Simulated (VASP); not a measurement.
# CaF2 in VASP: single point with PBEsol

Aim: the single point of CaF2 with PBEsol.

Program: VASP 6.6.1. These are calculated values, not measurements. Logs are shortened: lines on timing, memory, paths and dates and some standing lists are left out, and cuts for length are marked.

### Step 1. The cell of the first run

The cell holds a slab with vacuum, 30 atoms: a = 3.833 Å, b = 9.389 Å, c = 24.959 Å, α = 90.00°, β = 90.00°, γ = 90.00°.

### Step 2. Single point, PBEsol

Contents of INCAR:

```
PREC = Accurate
ENCUT = 520
EDIFF = 1E-6
ISMEAR = 0
SIGMA = 0.05
LREAL = False
LASPH = True
NELM = 120
ALGO = Normal
ISIF = 2
LWAVE = False
LCHARG = True
LDIPOL = True
IDIPOL = 3
DIPOL = 0.5 0.5 0.500
GGA = PS
LVHAR = True
LVACPOTAV = True
NBANDS = 141
GGA_COMPAT = False
NELMDL = -8
KPAR = 4
```

Contents of KPOINTS:

```
Automatic mesh
0
Gamma
  7 3 1
```

Contents of POSCAR:

```
CaF2
1.0
    3.8330589184      0.0000000000      0.0000000000
    0.0000000000      9.3890385042      0.0000000000
    0.0000000000      0.0000000000     24.9585791927
Ca F
10 20
Direct
    0.5000000000      0.6556020187      0.3109509717
    0.0000000000      0.3292740778      0.3476414947
    0.5000000000     -0.0010278957      0.3784864464
    0.0000000000      0.6683004648      0.4364224592
    0.5000000000      0.3296096899      0.4808705983
    0.0000000000      0.0037233671      0.5191294531
    0.5000000000      0.6650330352      0.5635775416
    0.0000000000      0.3343612816      0.6215135503
    0.5000000000      0.0040593444      0.6523585242
    0.0000000000      0.6777312599      0.6890490199
    0.5000000000      0.4158739922      0.3005213247
    0.5000000000      0.8752068693      0.2997501113
    0.0000000000      0.0966522883      0.3426620016
    0.0000000000      0.5876888124      0.3424082634
    0.5000000000      0.7367202174      0.3935235342
    0.5000000000      0.2531365831      0.3908985108
    0.0000000000      0.4212962112      0.4327364133
    0.0000000000      0.9159922329      0.4284116274
    0.5000000000      0.0809298000      0.4771892439
    0.5000000000      0.5782195095      0.4800141193
    0.0000000000      0.7551139227      0.5199858665
    0.0000000000      0.2524035128      0.5228108670
    0.5000000000      0.4173409495      0.5715882235
    0.5000000000      0.9120372166      0.5672636962
    0.0000000000      0.0801966051      0.6091015006
    0.0000000000      0.5966128294      0.6064764475
    0.5000000000      0.7456448275      0.6575917592
    0.5000000000      0.2366811655      0.6573378468
    0.0000000000      0.4581265156      0.7002498929
    0.0000000000      0.9174592952      0.6994786904
```

Potentials or basis: VASP PAW PBE potentials, release 64 (Ca_sv, F).

Command:

```bash
$ cat potpaw_PBE.64/Ca_sv/POTCAR potpaw_PBE.64/F/POTCAR > POTCAR
$ mpirun -np 4 vasp_std > vasp.out
```

OUTCAR:

```text
PREC = Accurate
   ENCUT = 520
   EDIFF = 1E-6
   ISMEAR = 0
   LREAL = False
   LASPH = True
   NELM = 120
   ISIF = 2
   GGA = PS
   NELMDL = -8

 ion  position               nearest neighbor table
   1  0.500  0.656  0.311-  12 2.08  14 2.17  14 2.17  15 2.20  11 2.27
   2  0.000  0.329  0.348-  13 2.19  17 2.29  16 2.31  16 2.31  11 2.39  11 2.39  14 2.43
   3  0.500  0.999  0.378-  12 2.28  13 2.31  13 2.31  16 2.41  18 2.42  18 2.42  15 2.49
   4  0.000  0.668  0.436-  21 2.24  15 2.29  15 2.29  17 2.32  18 2.33  20 2.36  20 2.36  14 2.47

   5  0.500  0.330  0.481-  22 2.30  22 2.30  20 2.33  19 2.34  16 2.36  23 2.41  17 2.42  17 2.42

   6  0.000  0.004  0.519-  19 2.30  19 2.30  21 2.33  22 2.34  25 2.36  18 2.41  24 2.42  24 2.42

   7  0.500  0.665  0.564-  20 2.24  26 2.29  26 2.29  24 2.32  23 2.33  21 2.36  21 2.36  27 2.47

   8  0.000  0.334  0.622-  29 2.28  28 2.31  28 2.31  25 2.41  23 2.42  23 2.42  26 2.49
   9  0.500  0.004  0.652-  28 2.19  24 2.29  25 2.31  25 2.31  30 2.39  30 2.39  27 2.43
  10  0.000  0.678  0.689-  29 2.08  27 2.17  27 2.17  26 2.20  30 2.27
  11  0.500  0.416  0.301-   1 2.27   2 2.39   2 2.39
  12  0.500  0.875  0.300-   1 2.08   3 2.28
  13  0.000  0.097  0.343-   2 2.19   3 2.31   3 2.31
  14  0.000  0.588  0.342-   1 2.17   1 2.17   2 2.43   4 2.47
  15  0.500  0.737  0.394-   1 2.20   4 2.29   4 2.29   3 2.49
  16  0.500  0.253  0.391-   2 2.31   2 2.31   5 2.36   3 2.41
  17  0.000  0.421  0.433-   2 2.29   4 2.32   5 2.42   5 2.42
  18  0.000  0.916  0.428-   4 2.33   6 2.41   3 2.42   3 2.42
  19  0.500  0.081  0.477-   6 2.30   6 2.30   5 2.34
  20  0.500  0.578  0.480-   7 2.24   5 2.33   4 2.36   4 2.36
  21  0.000  0.755  0.520-   4 2.24   6 2.33   7 2.36   7 2.36
  22  0.000  0.252  0.523-   5 2.30   5 2.30   6 2.34
  23  0.500  0.417  0.572-   7 2.33   5 2.41   8 2.42   8 2.42
  24  0.500  0.912  0.567-   9 2.29   7 2.32   6 2.42   6 2.42
  25  0.000  0.080  0.609-   9 2.31   9 2.31   6 2.36   8 2.41
  26  0.000  0.597  0.606-  10 2.20   7 2.29   7 2.29   8 2.49
  27  0.500  0.746  0.658-  10 2.17  10 2.17   9 2.43   7 2.47
  28  0.500  0.237  0.657-   9 2.19   8 2.31   8 2.31
  29  0.000  0.458  0.700-  10 2.08   8 2.28
  30  0.000  0.917  0.699-  10 2.27   9 2.39   9 2.39

  LATTYP: Found a simple orthorhombic cell.
 ALAT       =     3.8330589184
 B/A-ratio  =     2.4494897428
 C/A-ratio  =     6.5113998308

  Lattice vectors:

 A1 = (   3.8330589184,   0.0000000000,   0.0000000000)
 A2 = (   0.0000000000,   9.3890385042,   0.0000000000)
 A3 = (   0.0000000000,   0.0000000000,  24.9585791927)

Analysis of symmetry for initial positions (statically):
=====================================================================
 Subroutine PRICEL returns:
 Original cell was already a primitive cell.

 Routine SETGRP: Setting up the symmetry group for a
 simple orthorhombic supercell.

 Subroutine GETGRP returns: Found  4 space group operations
 (whereof  2 operations were pure point group operations)
 out of a pool of  8 trial point group operations.

The static configuration has the point symmetry C_1h.
 The point group associated with its full space group is C_2h.

Analysis of symmetry for dynamics (positions and initial velocities):
=====================================================================
 Subroutine PRICEL returns:
 Original cell was already a primitive cell.

 Routine SETGRP: Setting up the symmetry group for a
 simple orthorhombic supercell.

 Subroutine GETGRP returns: Found  4 space group operations
 (whereof  2 operations were pure point group operations)
 out of a pool of  8 trial point group operations.

The dynamic configuration has the point symmetry C_1h.
 The point group associated with its full space group is C_2h.

 Subroutine INISYM returns: Found  4 space group operations
 (whereof  2 operations are pure point group operations),
 and found     1 'primitive' translations

----------------------------------------------------------------------------------------

                                     Primitive cell

  volume of cell :     898.2278

  direct lattice vectors                    reciprocal lattice vectors
     3.833058918  0.000000000  0.000000000     0.260888241  0.000000000  0.000000000
     0.000000000  9.389038504  0.000000000     0.000000000  0.106507179  0.000000000
     0.000000000  0.000000000 24.958579193     0.000000000  0.000000000  0.040066383
[... 80 lines left out ...]
     0.037269749  0.000000000  0.000000000     0.142857143  0.000000000  0.000000000
     0.000000000  0.035502393  0.000000000     0.000000000  0.333333333  0.000000000
     0.000000000  0.000000000  0.040066383     0.000000000  0.000000000  1.000000000

  Length of vectors
     0.037269749  0.035502393  0.040066383

  Shift w.r.t. Gamma in fractional coordinates (k-lattice)
     0.000000000  0.000000000  0.000000000

 Subroutine IBZKPT returns following result:
 ===========================================

 Found      8 irreducible k-points:

 Following reciprocal coordinates:
            Coordinates               Weight
  0.000000  0.000000  0.000000      1.000000
  0.142857  0.000000  0.000000      2.000000
  0.285714  0.000000  0.000000      2.000000
  0.428571  0.000000  0.000000      2.000000
  0.000000  0.333333  0.000000      2.000000
  0.142857  0.333333  0.000000      4.000000
  0.285714  0.333333  0.000000      4.000000
  0.428571  0.333333  0.000000      4.000000
   k-points           NKPTS =      8   k-points in BZ     NKDIM =      8   number of bands    NBANDS=    141
   number of dos      NEDOS =    301   number of ions     NIONS =     30
   total plane-waves  NPLWV = 403200
   dimension x,y,z NGX =    30 NGY =   70 NGZ =  192
   dimension x,y,z NGXF=    60 NGYF=  140 NGZF=  384
   ions per type =              10  20
   NGX,Y,Z   is equivalent  to a cutoff of  13.01, 12.39, 12.79 a.u.
   NGXF,Y,Z  is equivalent  to a cutoff of  26.02, 24.79, 25.58 a.u.
 SYSTEM =  unknown system
   PREC   = accura    normal or accurate (medium, high low for compatibility)
   ISTART =      0    job   : 0-new  1-cont  2-samecut
   ICHARG =      2    charge: 1-file 2-atom 10-const
   ISPIN  =      1    spin polarized calculation?
   LNONCOLLINEAR =      F non collinear calculations
   LSORBIT =      F    spin-orbit coupling
   LASPH  =      T    aspherical Exc in radial PAW
   ENCUT  =  520.0 eV  38.22 Ry    6.18 a.u.   7.13 17.46 46.41*2*pi/ulx,y,z
   NELM   =    120;   NELMIN=  2; NELMDL= -8     # of ELM steps
   EDIFF  = 0.1E-05   stopping-criterion for ELM
   LREAL  =      F    real-space projection
   EDIFFG = 0.1E-04   stopping-criterion for IOM
   NSW    =      0    number of steps for IOM
   IBRION =     -1    ionic relax: 0-MD 1-quasi-New 2-CG
   NFREE  =      0    steps in history (QN), initial steepest desc. (CG)
   ISIF   =      2    stress and relaxation
   ISYM   =      2    0-nonsym 1-usesym 2-fastsym
   POTIM  = 0.5000    time-step for ionic-motion
   TEBEG  =    0.0;   TEEND  =   0.0 temperature during run
   PSTRESS=    0.0 pullay stress
   NELECT =     240.0000    total number of electrons
   NUPDOWN=      -1.0000    fix difference up-down
   EMIN   =  10.00;   EMAX   =-10.00  energy-range for DOS
   EFERMI =   0.00;   METHOD = LEGACY
   ISMEAR =     0;   SIGMA  =   0.05  broadening in eV -4-tet -1-fermi 0-gaus
   EFERMI_NEDOS =   21; number of points for ismear=-14 and -15
   IALGO  =     38    algorithm
   IMIX   =      4    mixing-type and parameters
     AMIX     =   0.40;   BMIX     =  1.00
     AMIX_MAG =   1.60;   BMIX_MAG =  1.00
  volume/ion in A,a.u.               =      29.94       202.05
  Fermi-wavevector in a.u.,A,eV,Ry     =   1.054427  1.992578 15.127172  1.111816
  Thomas-Fermi vector in A             =   2.189586
   LORBIT       =      0    0 simple, 1 ext, 2 COOP (PROOUT), +10 PAW based schemes
   GGA     = PS    functional components
   LHFCALC =     F    Hartree Fock is set to
   AEXX    =    0.0000 exact exchange contribution
   IVDW    =     0    specifies the selected vdW correction
   LEPSILON=     F    determine dielectric tensor
   LRPA    =     F    only Hartree local field effects (RPA)
 non-spin polarized calculation
 Gauss-broadening in eV      SIGMA  =   0.05
  energy-cutoff  :      520.00
  volume of cell :      898.23
 maximum number of plane-waves:     24266
 NGX is ok and might be reduce to    30
   NGX = 15   NGY = 35   NGZ = 93

 dipolmoment           0.000000      0.000000      0.000000 electrons x Angstroem

 number of electron     240.0000146 magnetization

 dipolmoment           0.000000      0.000000     -0.000001 electrons x Angstroem

 Free energy of the ion-electron system (eV)
  ---------------------------------------------------
  ext. energy  EPLUGINS =         0.00000000
  ---------------------------------------------------
  free energy    TOTEN  =      -175.14797854 eV

  energy without entropy =     -175.14797854  energy(sigma->0) =     -175.14797854

 E-fermi :  -4.1592     XC(G=0):  -4.8784

 val. band max:       -4.3847767383   @ k =   0.1429   0.3333   0.0000
 cond. band min:       1.4073972266   @ k =   0.0000   0.0000   0.0000
 fundamental gap:      5.7921739649
 Fermi energy:        -4.1591786316

 k-point     1 :       0.0000    0.0000    0.0000
  band No.  band energies     occupation
      1     -40.8938      2.00000
      2     -40.8938      2.00000
      3     -40.5436      2.00000
      4     -40.5435      2.00000
      5     -40.4540      2.00000
      6     -40.4333      2.00000
[... 1069 lines left out ...]
    131       4.0108      0.00000
    132       4.0841      0.00000
 [bands above 132 left out]

------------------------ aborting loop because EDIFF is reached ----------------------------------------

  FORCE on cell =-STRESS in cart. coord.  units (eV):
  Direction    XX          YY          ZZ          XY          YZ          ZX
  --------------------------------------------------------------------------------------
  -------------------------------------------------------------------------------------
  Total        3.4996580     -0.1191319      0.4674431      0.0000000     -0.0047384      0.0000000
  in kB        6.2423729     -0.2124967      0.8337826      0.0000000     -0.0084520      0.0000000
  external PRESSURE =       2.2878863 kB  Pullay stress =       0.0000000 kB

 VOLUME and BASIS-vectors are now :
 -----------------------------------------------------------------------------
  energy-cutoff  :      520.00
  volume of cell :      898.23
      direct lattice vectors                 reciprocal lattice vectors
     3.833058918  0.000000000  0.000000000     0.260888241  0.000000000  0.000000000
     0.000000000  9.389038504  0.000000000     0.000000000  0.106507179  0.000000000
     0.000000000  0.000000000 24.958579193     0.000000000  0.000000000  0.040066383

 POSITION                                       TOTAL-FORCE (eV/Angst)
 -----------------------------------------------------------------------------------
      1.91653      6.15547      7.76089         0.000000     -0.035836     -0.084884
      0.00000      3.09157      8.67664         0.000000      0.027468     -0.044996
      1.91653      9.37939      9.44648         0.000000     -0.001972      0.014884
      0.00000      6.27470     10.89248         0.000000     -0.012475     -0.015477
      1.91653      3.09472     12.00185         0.000000      0.010048     -0.004832
      0.00000      0.03496     12.95673         0.000000     -0.010048      0.004832
[... 22 lines left out ...]
      0.00000      4.30137     17.47724         0.000000     -0.069920      0.038202
      0.00000      8.61406     17.45799         0.000000      0.026559      0.020073
 -----------------------------------------------------------------------------------
    total drift:                                0.000000     -0.012295      0.001860

  FREE ENERGIE OF THE ION-ELECTRON SYSTEM (eV)
  ---------------------------------------------------
  free  energy   TOTEN  =      -175.1479785408 eV

  energy  without entropy=     -175.1479785407  energy(sigma->0) =     -175.14797854

 vacuum level on the upper side and lower side of the slab         2.926         2.926
```

It took 24 min on 4 MPI ranks of AMD EPYC 7R43 (Zen 3), shared host; peak memory 1.2 GiB.

What came out:

* Free energy: -175.1480 eV
* Largest force: 0.092 eV/Å
* Band gap on the k mesh: 5.79 eV (least direct gap 5.80 eV)

Forces on the atoms (eV/Å):
```
Ca   0.000 -0.036 -0.085
Ca   0.000  0.027 -0.045
Ca   0.000 -0.002  0.015
Ca   0.000 -0.012 -0.015
Ca   0.000  0.010 -0.005
Ca   0.000 -0.010  0.005
Ca   0.000  0.012  0.015
Ca   0.000  0.002 -0.015
Ca   0.000 -0.027  0.045
Ca   0.000  0.036  0.085
F    0.000 -0.027 -0.020
F    0.000  0.070 -0.038
F    0.000 -0.027 -0.019
F    0.000 -0.019  0.030
F    0.000  0.024  0.017
F    0.000 -0.005  0.010
F    0.000 -0.004  0.013
F    0.000  0.009  0.001
F    0.000 -0.004 -0.019
F    0.000 -0.006 -0.018
F    0.000  0.006  0.018
F    0.000  0.004  0.019
F    0.000 -0.009 -0.001
F    0.000  0.004 -0.013
F    0.000  0.005 -0.010
F    0.000 -0.024 -0.017
F    0.000  0.019 -0.030
F    0.000  0.027  0.019
F    0.000 -0.070  0.038
F    0.000  0.027  0.020
```

Levels at points of the mesh, in eV from the valence-band top:
```tsv
k point	band 116	band 117	band 118	band 119	band 120	band 121	band 122	band 123	band 124	band 125
(0.00, 0.00, 0.00)	-0.23	-0.09	-0.07	-0.01	-0.01	5.79	5.83	7.27	7.47	7.64
```

Caveat: the PAW data sets were made with another functional, which shifts forces and pressure a little.
